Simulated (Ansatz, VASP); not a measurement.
Hg: VASP beside Ansatz

```
Hg
1.0
     0.00000    3.83609    3.83609
     3.83609    0.00000    3.83609
     3.83609    3.83609    0.00000
Hg
2
Direct
  0.87500 0.87500 0.87500
  0.12500 0.12500 0.12500
```

Alike in both runs: functional PBE; k mesh 11 × 11 × 11; occupations fermi-dirac, width 0.05 eV; no spin polarisation.

Ansatz relaxed the structure, and its values are those at the end. VASP's run is a single point on that final structure, the one shown.

|  | VASP | Ansatz |
| --- | --- | --- |
| version | VASP 6.6.1 | Ansatz 0.2.0 |
| potentials or method | VASP PAW PBE potentials, release 64 (Hg), cutoff 520 eV | all-electron LAPW, scalar-relativistic |

|  | VASP | Ansatz | Ansatz less VASP |
| --- | --- | --- | --- |
| pressure (GPa) | 0.0 | 0.0 | 0.00 |

Ansatz ran all-electron here, and VASP with PAW potentials.

Neither program's run includes spin-orbit coupling.
